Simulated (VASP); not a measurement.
# MgS (P1) in VASP: single point with PBE

Aim: the single point of MgS with PBE.

Program: VASP 6.6.1. These are calculated values, not measurements. Logs are shortened: lines on timing, memory, paths and dates and some standing lists are left out, and cuts for length are marked.

### Step 1. The cell of the first run

The typed cell holds 16 atoms: a = 7.593 Å, b = 7.593 Å, c = 8.069 Å, α = 105.41°, β = 105.41°, γ = 115.80°.

### Step 2. Single point, PBE

INCAR

```
SYSTEM = MgS
  PREC = Accurate
  ENCUT = 520
  EDIFF = 1E-6
  ISMEAR = -1
  SIGMA = 0.02
  LREAL = Auto
  LASPH = .TRUE.
  NELM = 80
  ALGO = Normal
  ISIF = 2
  LWAVE = .FALSE.
  LCHARG = .FALSE.
  GGA = PE
  NBANDS = 46
```

KPOINTS

```
regular mesh
0
G
  4 4 4
  0 0 0
```

POSCAR

```
MgS
1.0
   -2.0173112034      3.4940854990     -6.4322941800
   -2.0173112034      3.4940854990      6.4322941800
    8.0692448136      0.0000000000      0.0000000000
Mg S
8 8
Direct
    0.9180312677      0.4149254568      0.3278385314
    0.4141020843      0.9155281475      0.3263120406
    0.9236522120      0.4220879554      0.8271612208
    0.4227333461      0.9078788201      0.8310444658
    0.8303041454      0.8345311555      0.1581617750
    0.3503933476      0.3420331992      0.1710972549
    0.8404314254      0.8428561212      0.6755482866
    0.3236270008      0.3212503655      0.6694779866
    0.1486545739      0.5257836857      0.1655972499
    0.6392864262      0.0208304478      0.1643282284
    0.1324266569      0.5075397823      0.6532154479
    0.6441269628      0.0273220869      0.6672219916
    0.7298472311      0.6112219158      0.3411191280
    0.2256152472      0.0996978511      0.3410322957
    0.7233326343      0.6036920326      0.8300328769
    0.2349619508      0.1071883732      0.8475799445
```

Potentials or basis: VASP PAW PBE potentials, release 64 (Mg, S).

On the command line:

```
$ cat potpaw_PBE.64/Mg/POTCAR potpaw_PBE.64/S/POTCAR > POTCAR
$ mpirun -np 1 vasp_std > vasp.out
```

OUTCAR:

```text
SYSTEM = MgS
   PREC = Accurate
   ENCUT = 520
   EDIFF = 1E-6
   ISMEAR = -1
   LREAL = Auto
   LASPH = .TRUE.
   NELM = 80
   ISIF = 2
   GGA = PE

 ion  position               nearest neighbor table
   1  0.918  0.415  0.328-  11 2.41   9 2.45  10 2.47  13 2.47
   2  0.414  0.916  0.326-  14 2.40  10 2.41   9 2.43  12 2.50
   3  0.924  0.422  0.827-  11 2.38  15 2.46  12 2.47   9 2.49
   4  0.423  0.908  0.831-  10 2.42  12 2.43  16 2.49  11 2.52
   5  0.830  0.835  0.158-  10 2.43  15 2.43  14 2.46  13 2.54
   6  0.350  0.342  0.171-  13 2.38  16 2.39   9 2.48  14 2.58
[... 8 lines left out ...]
  15  0.723  0.604  0.830-   5 2.43   7 2.46   3 2.46   8 2.50
  16  0.235  0.107  0.848-   6 2.39   8 2.44   7 2.45   4 2.49

  LATTYP: Found a face centered orthorhombic cell.
 ALAT       =     8.0692448137
 B/A-ratio  =     1.5942741430
 C/A-ratio  =     1.7320508076

  Lattice vectors:

 A1 = (   6.0519336102,   3.4940854990,   6.4322941800)
 A2 = (   4.0346224068,   6.9881709980,   0.0000000000)
 A3 = (  -2.0173112034,   3.4940854990,   6.4322941800)

Analysis of symmetry for initial positions (statically):
=====================================================================
 Subroutine PRICEL returns:
 Original cell was already a primitive cell.

 Routine SETGRP: Setting up the symmetry group for a
 face centered orthorhombic supercell.

 Subroutine GETGRP returns: Found  1 space group operations
 (whereof  1 operations were pure point group operations)
 out of a pool of  8 trial point group operations.

The static configuration has the point symmetry C_1 .

Analysis of symmetry for dynamics (positions and initial velocities):
=====================================================================
 Subroutine PRICEL returns:
 Original cell was already a primitive cell.

 Routine SETGRP: Setting up the symmetry group for a
 face centered orthorhombic supercell.

 Subroutine GETGRP returns: Found  1 space group operations
 (whereof  1 operations were pure point group operations)
 out of a pool of  8 trial point group operations.

The dynamic configuration has the point symmetry C_1 .

 Subroutine INISYM returns: Found  1 space group operations
 (whereof  1 operations are pure point group operations),
 and found     1 'primitive' translations

----------------------------------------------------------------------------------------

                                     Primitive cell

  volume of cell :     362.7123

  direct lattice vectors                    reciprocal lattice vectors
    -2.017311203  3.494085499 -6.432294180     0.000000000  0.143098960 -0.077732763
    -2.017311203  3.494085499  6.432294180     0.000000000  0.143098960  0.077732763
     8.069244814  0.000000000  0.000000000     0.123927334  0.071549480  0.000000000

  length of vectors
     7.592930026  7.592930026  8.069244814     0.162848687  0.162848687  0.143098960

  position of ions in fractional coordinates (direct lattice)
     0.918031268  0.414925457  0.327838531
     0.414102084  0.915528147  0.326312041
     0.923652212  0.422087955  0.827161221
     0.422733346  0.907878820  0.831044466
     0.830304145  0.834531156  0.158161775
     0.350393348  0.342033199  0.171097255
[... 8 lines left out ...]
     0.723332634  0.603692033  0.830032877
     0.234961951  0.107188373  0.847579944

  ion indices of the primitive-cell ions
   primitive index   ion index
                 1           1
                 2           2
                 3           3
                 4           4
                 5           5
                 6           6
[... 8 lines left out ...]
                15          15
                16          16

----------------------------------------------------------------------------------------

 KPOINTS: regular mesh

Automatic generation of k-mesh.
 Grid dimensions read from file:
 generate k-points for:    4    4    4

 Generating k-lattice:

  Cartesian coordinates                     Fractional coordinates (reciprocal lattice)
     0.000000000  0.035774740 -0.019433191     0.250000000  0.000000000  0.000000000
     0.000000000  0.035774740  0.019433191     0.000000000  0.250000000  0.000000000
     0.030981834  0.017887370  0.000000000     0.000000000  0.000000000  0.250000000

  Length of vectors
     0.040712172  0.040712172  0.035774740

  Shift w.r.t. Gamma in fractional coordinates (k-lattice)
     0.000000000  0.000000000  0.000000000

 Subroutine IBZKPT returns following result:
 ===========================================

 Found     36 irreducible k-points:

 Following reciprocal coordinates:
            Coordinates               Weight
  0.000000  0.000000  0.000000      1.000000
  0.250000 -0.000000  0.000000      2.000000
 -0.000000  0.250000 -0.250000      2.000000
  0.000000 -0.250000  0.000000      2.000000
 -0.250000  0.000000  0.250000      2.000000
  0.500000 -0.000000  0.000000      1.000000
[... 16 lines left out ...]
  0.500000 -0.000000  0.250000      2.000000
 -0.000000  0.500000  0.250000      2.000000
 [... further k-points ...]
   k-points           NKPTS =     36   k-points in BZ     NKDIM =     36   number of bands    NBANDS=     46
   number of dos      NEDOS =    301   number of ions     NIONS =     16
   total plane-waves  NPLWV = 188160
   dimension x,y,z NGX =    56 NGY =   56 NGZ =   60
   dimension x,y,z NGXF=   112 NGYF=  112 NGZF=  120
   ions per type =               8   8
   NGX,Y,Z   is equivalent  to a cutoff of  12.26, 12.26, 12.36 a.u.
   NGXF,Y,Z  is equivalent  to a cutoff of  24.52, 24.52, 24.72 a.u.
 SYSTEM =  MgS
   PREC   = accura    normal or accurate (medium, high low for compatibility)
   ISTART =      0    job   : 0-new  1-cont  2-samecut
   ICHARG =      2    charge: 1-file 2-atom 10-const
   ISPIN  =      1    spin polarized calculation?
   LNONCOLLINEAR =      F non collinear calculations
   LSORBIT =      F    spin-orbit coupling
   LASPH  =      T    aspherical Exc in radial PAW
   ENCUT  =  520.0 eV  38.22 Ry    6.18 a.u.  14.12 14.12 15.00*2*pi/ulx,y,z
   NELM   =     80;   NELMIN=  2; NELMDL= -5     # of ELM steps
   EDIFF  = 0.1E-05   stopping-criterion for ELM
   LREAL  =      T    real-space projection
   EDIFFG = 0.1E-04   stopping-criterion for IOM
   NSW    =      0    number of steps for IOM
   IBRION =     -1    ionic relax: 0-MD 1-quasi-New 2-CG
   NFREE  =      0    steps in history (QN), initial steepest desc. (CG)
   ISIF   =      2    stress and relaxation
   ISYM   =      2    0-nonsym 1-usesym 2-fastsym
   POTIM  = 0.5000    time-step for ionic-motion
   TEBEG  =    0.0;   TEEND  =   0.0 temperature during run
   PSTRESS=    0.0 pullay stress
   NELECT =      64.0000    total number of electrons
   NUPDOWN=      -1.0000    fix difference up-down
   EMIN   =  10.00;   EMAX   =-10.00  energy-range for DOS
   EFERMI =   0.00;   METHOD = LEGACY
   ISMEAR =    -1;   SIGMA  =   0.02  broadening in eV -4-tet -1-fermi 0-gaus
   EFERMI_NEDOS =   21; number of points for ismear=-14 and -15
   IALGO  =     38    algorithm
   IMIX   =      4    mixing-type and parameters
     AMIX     =   0.40;   BMIX     =  1.00
     AMIX_MAG =   1.60;   BMIX_MAG =  1.00
  volume/ion in A,a.u.               =      22.67       152.98
  Fermi-wavevector in a.u.,A,eV,Ry     =   0.918221  1.735187 11.471486  0.843130
  Thomas-Fermi vector in A             =   2.043279
   LORBIT       =      0    0 simple, 1 ext, 2 COOP (PROOUT), +10 PAW based schemes
   GGA     = PE    functional components
   LHFCALC =     F    Hartree Fock is set to
   AEXX    =    0.0000 exact exchange contribution
   IVDW    =     0    specifies the selected vdW correction
   LEPSILON=     F    determine dielectric tensor
   LRPA    =     F    only Hartree local field effects (RPA)
 non-spin polarized calculation
  energy-cutoff  :      520.00
  volume of cell :      362.71
 maximum number of plane-waves:      9793
   NGX = 29   NGY = 29   NGZ = 29

 number of electron      64.0000002 magnetization

 Free energy of the ion-electron system (eV)
  ---------------------------------------------------
  ext. energy  EPLUGINS =         0.00000000
  ---------------------------------------------------
  free energy    TOTEN  =       -67.73195219 eV

  energy without entropy =      -67.73195219  energy(sigma->0) =      -67.73195219

 E-fermi :   1.6286     XC(G=0):  -8.3838

 val. band max:        1.1955662761   @ k =   0.0000   0.0000   0.0000
 cond. band min:       4.6112642044   @ k =   0.0000   0.0000   0.0000
 fundamental gap:      3.4156979283
 Fermi energy:         1.6286389749

 k-point     1 :       0.0000    0.0000    0.0000
  band No.  band energies     occupation
      1     -10.2259      2.00000
      2      -9.5935      2.00000
      3      -9.5514      2.00000
      4      -9.4561      2.00000
      5      -9.4267      2.00000
      6      -9.3893      2.00000
[... 36 lines left out ...]
     43       7.4584      0.00000
     44       7.5015      0.00000

 k-point     2 :       0.2500   -0.0000    0.0000
  band No.  band energies     occupation
      1     -10.1290      2.00000
      2      -9.6498      2.00000
      3      -9.5477      2.00000
      4      -9.4999      2.00000
      5      -9.4587      2.00000
      6      -9.4043      2.00000
[... 36 lines left out ...]
     43       7.6033      0.00000
     44       7.9795      0.00000

 k-point     3 :      -0.0000    0.2500   -0.2500
  band No.  band energies     occupation
      1     -10.1300      2.00000
      2      -9.6269      2.00000
      3      -9.5956      2.00000
      4      -9.4873      2.00000
      5      -9.4263      2.00000
      6      -9.4121      2.00000
[... 36 lines left out ...]
     43       7.5825      0.00000
     44       7.9684      0.00000

 k-point     4 :       0.0000   -0.2500    0.0000
  band No.  band energies     occupation
      1     -10.1291      2.00000
      2      -9.6417      2.00000
      3      -9.5707      2.00000
      4      -9.5104      2.00000
      5      -9.4323      2.00000
      6      -9.3962      2.00000
[... 882 lines left out ...]
     43       7.6911      0.00000
     44       7.7806      0.00000

 k-point    23 :       0.5000   -0.0000    0.2500
  band No.  band energies     occupation
      1      -9.9486      2.00000
      2      -9.7370      2.00000
      3      -9.6955      2.00000
      4      -9.5185      2.00000
      5      -9.4496      2.00000
      6      -9.3661      2.00000
[... 36 lines left out ...]
     43       7.6596      0.00000
     44       7.7090      0.00000

 k-point    24 :      -0.0000    0.5000    0.2500
  band No.  band energies     occupation
      1      -9.9440      2.00000
      2      -9.7496      2.00000
      3      -9.7063      2.00000
      4      -9.4864      2.00000
      5      -9.4536      2.00000
      6      -9.3683      2.00000
[... 36 lines left out ...]
     43       7.6774      0.00000
     44       7.7145      0.00000

 [... further k-points ...]

 [bands above 44 left out]

------------------------ aborting loop because EDIFF is reached ----------------------------------------

  FORCE on cell =-STRESS in cart. coord.  units (eV):
  Direction    XX          YY          ZZ          XY          YZ          ZX
  --------------------------------------------------------------------------------------
  -------------------------------------------------------------------------------------
  Total        2.4406004      1.8014629      2.8444333      0.6781437     -0.4721457      0.8836805
  in kB       10.7806502      7.9574439     12.5644655      2.9955049     -2.0855679      3.9034044
  external PRESSURE =      10.4341865 kB  Pullay stress =       0.0000000 kB

 VOLUME and BASIS-vectors are now :
 -----------------------------------------------------------------------------
  energy-cutoff  :      520.00
  volume of cell :      362.71
      direct lattice vectors                 reciprocal lattice vectors
    -2.017311203  3.494085499 -6.432294180     0.000000000  0.143098960 -0.077732763
    -2.017311203  3.494085499  6.432294180     0.000000000  0.143098960  0.077732763
     8.069244814  0.000000000  0.000000000     0.123927334  0.071549480  0.000000000

 POSITION                                       TOTAL-FORCE (eV/Angst)
 -----------------------------------------------------------------------------------
     -0.04358      4.65746     -3.23612        -0.201466     -0.090093      0.164140
     -0.04919      4.64584      3.22532         0.381932      0.055431     -0.176245
      3.95979      4.70213     -3.22621         0.488675     -0.246500      0.075222
      4.02164      4.64927      3.12060        -0.082589     -0.225025      0.170889
     -2.08224      5.81708      0.02719         0.386765      0.008220     -0.312578
     -0.01621      2.41940     -0.05377         0.609351     -0.382354      0.191271
[... 8 lines left out ...]
      4.02072      4.63674     -0.76956         0.008245     -0.100198      0.104978
      6.14911      1.19550     -0.82188        -0.303831     -0.222161     -0.135776
 -----------------------------------------------------------------------------------
    total drift:                               -0.006679      0.005841      0.001445

  FREE ENERGIE OF THE ION-ELECTRON SYSTEM (eV)
  ---------------------------------------------------
  free  energy   TOTEN  =       -67.7319521934 eV

  energy  without entropy=      -67.7319521934  energy(sigma->0) =      -67.73195219
```

It took 26 min on 1 thread of Intel Xeon 8259CL, shared host; peak memory 0.66 GiB.

What came out:

| Quantity | Value |
| --- | --- |
| Free energy | -67.7320 eV |
| Pressure | 1.0 GPa |
| Largest force | 0.744 eV/Å |
| Band gap on the k mesh | 3.42 eV |

Forces on the atoms (eV/Å):
```
Mg  -0.201 -0.090  0.164
Mg   0.382  0.055 -0.176
Mg   0.489 -0.246  0.075
Mg  -0.083 -0.225  0.171
Mg   0.387  0.008 -0.313
Mg   0.609 -0.382  0.191
Mg  -0.057 -0.133 -0.021
Mg  -0.095  0.227 -0.232
S   -0.136 -0.227 -0.075
S   -0.128  0.169 -0.018
S    0.032  0.598  0.006
S   -0.150  0.029 -0.037
S   -0.271  0.429 -0.123
S   -0.482  0.113  0.418
S    0.008 -0.100  0.105
S   -0.304 -0.222 -0.136
```

Caveat: the atoms stand as in a frame of molecular dynamics.
